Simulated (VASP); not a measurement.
# GaN (F-43m) in VASP: notebook, part 2 of 2

VASP 6.6.1.

## 4. Single point, PBEsol

This run uses another cell than the first one, of 12.13 Å³/atom, 1.039 times its volume.

The input, INCAR:

```
PREC     = Accurate       # precision mode
ENCUT    = 520            # plane-wave cutoff, eV
EDIFF    = 1E-6           # SCF threshold, eV
ISMEAR   = 0              # smearing method
SIGMA    = 0.01           # smearing width, eV
LREAL    = False          # projectors in reciprocal space
LASPH    = True           # aspherical terms in the spheres
NELM     = 100            # most SCF steps
ALGO     = Normal         # electronic algorithm
ISIF     = 2              # what is computed and relaxed
LWAVE    = False          # write WAVECAR
LCHARG   = False          # write CHGCAR
GGA      = PS             # functional
NBANDS   = 16             # bands
```

The input, KPOINTS:

```
regular mesh
0
Gamma
  7 7 7
```

The input, POSCAR:

```
GaN
1.0
    0.0000000000      2.2976985149      2.2976985149
    2.2976985149      0.0000000000      2.2976985149
    2.2976985149      2.2976985149      0.0000000000
Ga N
1 1
Direct
    0.0000000000      0.0000000000      0.0000000000
    0.7500000000      0.7500000000      0.7500000000
```

Potentials or basis: VASP PAW PBE potentials, release 64 (Ga_d, N).

Command:

```bash
> cat potpaw_PBE.64/Ga_d/POTCAR potpaw_PBE.64/N/POTCAR > POTCAR
> mpirun -np 1 vasp_std > vasp.out
```

OUTCAR:

```text
PREC = Accurate
   ENCUT = 520
   EDIFF = 1E-6
   ISMEAR = 0
   LREAL = False
   LASPH = True
   NELM = 100
   ISIF = 2
   GGA = PS

 ion  position               nearest neighbor table
   1  0.000  0.000  0.000-   2 1.99   2 1.99   2 1.99   2 1.99
   2  0.750  0.750  0.750-   1 1.99   1 1.99   1 1.99   1 1.99

  LATTYP: Found a face centered cubic cell.
 ALAT       =     4.5953970298

  Lattice vectors:

 A1 = (   0.0000000000,   2.2976985149,   2.2976985149)
 A2 = (   2.2976985149,   0.0000000000,   2.2976985149)
 A3 = (   2.2976985149,   2.2976985149,   0.0000000000)

Analysis of symmetry for initial positions (statically):
=====================================================================
 Subroutine PRICEL returns:
 Original cell was already a primitive cell.

 Routine SETGRP: Setting up the symmetry group for a
 face centered cubic supercell.

 Subroutine GETGRP returns: Found 24 space group operations
 (whereof 24 operations were pure point group operations)
 out of a pool of 48 trial point group operations.

The static configuration has the point symmetry T_d .

Analysis of symmetry for dynamics (positions and initial velocities):
=====================================================================
 Subroutine PRICEL returns:
 Original cell was already a primitive cell.

 Routine SETGRP: Setting up the symmetry group for a
 face centered cubic supercell.

 Subroutine GETGRP returns: Found 24 space group operations
 (whereof 24 operations were pure point group operations)
 out of a pool of 48 trial point group operations.

The dynamic configuration has the point symmetry T_d .

 Subroutine INISYM returns: Found 24 space group operations
 (whereof 24 operations are pure point group operations),
 and found     1 'primitive' translations

----------------------------------------------------------------------------------------

                                     Primitive cell
[... 103 lines left out ...]
   IALGO  =     38    algorithm
   IMIX   =      4    mixing-type and parameters
     AMIX     =   0.40;   BMIX     =  1.00
     AMIX_MAG =   1.60;   BMIX_MAG =  1.00
  volume/ion in A,a.u.               =      12.13        81.86
  Fermi-wavevector in a.u.,A,eV,Ry     =   1.482049  2.800667 29.884787  2.196470
  Thomas-Fermi vector in A             =   2.595884
   LORBIT       =      0    0 simple, 1 ext, 2 COOP (PROOUT), +10 PAW based schemes
   GGA     = PS    functional components
   LHFCALC =     F    Hartree Fock is set to
   AEXX    =    0.0000 exact exchange contribution
   IVDW    =     0    specifies the selected vdW correction
   LEPSILON=     F    determine dielectric tensor
   LRPA    =     F    only Hartree local field effects (RPA)
 non-spin polarized calculation
 Gauss-broadening in eV      SIGMA  =   0.01
  energy-cutoff  :      520.00
  volume of cell :       24.26
 maximum number of plane-waves:       663
   NGX = 13   NGY = 13   NGZ = 13

 number of electron      17.9999986 magnetization

 Free energy of the ion-electron system (eV)
  ---------------------------------------------------
  ext. energy  EPLUGINS =         0.00000000
  ---------------------------------------------------
  free energy    TOTEN  =       -13.06763903 eV

  energy without entropy =      -13.06763903  energy(sigma->0) =      -13.06763903

 E-fermi :   4.5794     XC(G=0): -11.5923

 val. band max:        4.5357684725   @ k =   0.0000   0.0000   0.0000
 cond. band min:       5.8463990985   @ k =   0.0000   0.0000   0.0000
 fundamental gap:      1.3106306259
 Fermi energy:         4.5794178356

 k-point     1 :       0.0000    0.0000    0.0000
  band No.  band energies     occupation
      1     -10.9118      2.00000
      2      -8.8297      2.00000
      3      -8.8297      2.00000
      4      -8.8297      2.00000
      5      -8.5600      2.00000
      6      -8.5600      2.00000
[... 357 lines left out ...]
      3      -8.6649      2.00000
      4      -8.5691      2.00000
      5      -8.5428      2.00000
      6      -6.6891      2.00000
[... 8 lines left out ...]
     15      23.1562      0.00000
     16      26.8015      0.00000

------------------------ aborting loop because EDIFF is reached ----------------------------------------

  FORCE on cell =-STRESS in cart. coord.  units (eV):
  Direction    XX          YY          ZZ          XY          YZ          ZX
  --------------------------------------------------------------------------------------
  -------------------------------------------------------------------------------------
  Total       -1.6101816     -1.6101816     -1.6101816      0.0000000      0.0000000     -0.0000000
  in kB     -106.3350175   -106.3350175   -106.3350175      0.0000000      0.0000000     -0.0000000
  external PRESSURE =    -106.3350175 kB  Pullay stress =       0.0000000 kB

 VOLUME and BASIS-vectors are now :
 -----------------------------------------------------------------------------
  energy-cutoff  :      520.00
  volume of cell :       24.26
      direct lattice vectors                 reciprocal lattice vectors
     0.000000000  2.297698515  2.297698515    -0.217609054  0.217609054  0.217609054
     2.297698515  0.000000000  2.297698515     0.217609054 -0.217609054  0.217609054
     2.297698515  2.297698515  0.000000000     0.217609054  0.217609054 -0.217609054

 POSITION                                       TOTAL-FORCE (eV/Angst)
 -----------------------------------------------------------------------------------
      0.00000      0.00000      0.00000         0.000000      0.000000      0.000000
      3.44655      3.44655      3.44655        -0.000000     -0.000000     -0.000000
 -----------------------------------------------------------------------------------
    total drift:                               -0.000000     -0.000000     -0.000000

  FREE ENERGIE OF THE ION-ELECTRON SYSTEM (eV)
  ---------------------------------------------------
  free  energy   TOTEN  =       -13.0676390275 eV

  energy  without entropy=      -13.0676390275  energy(sigma->0) =      -13.06763903
```

stdout:

```text
POSCAR found type information on POSCAR GaN
 POSCAR found :  2 types and       2 ions
 scaLAPACK will be used
 -----------------------------------------------------------------------------
|                                                                             |
|                                                                             |
|     You enforced a specific xc type in the INCAR file but a different       |
|     I HOPE YOU KNOW WHAT YOU ARE DOING!                                     |
|                                                                             |
 -----------------------------------------------------------------------------

 LDA part: xc-table for (Slater+PW92), standard interpolation
 POSCAR, INCAR and KPOINTS ok, starting setup
 FFT: planning ... GRIDC
 FFT: planning ... GRID_SOFT
 FFT: planning ... GRID
 WAVECAR not read
 entering main loop
```

Run time: 4.8 s. Hardware: 1 thread of Intel Xeon 6975P-C, shared host; peak memory 0.14 GiB.

What came out:

```
Free energy            : -13.0676 eV
Pressure               : -10.6 GPa
Band gap on the k mesh : 1.31 eV, direct
```

Caveat: the PAW data sets were made with another functional, which shifts forces and pressure a little.

## 5. The runs side by side

```tsv
cell	gap on the mesh (eV)	pressure (GPa)
a = 3.208 Å, angles 60.0°, 2 atoms	1.56	-4.8
a = 3.229 Å, angles 60.0°, 2 atoms	1.43	-7.9
a = 3.249 Å, angles 60.0°, 2 atoms	1.31	-10.6
```

Alike in all rows: task single point; level PBEsol; potentials or basis VASP PAW PBE potentials, release 64 (Ga_d, N); no spin polarisation; k mesh 7 × 7 × 7; cutoff (eV) 520; smearing gaussian 0.01 eV.

Caveats: the PAW data sets were made with another functional, which shifts forces and pressure a little.

Total energies depend on the potentials used, so only differences within one code and one set of settings carry meaning.
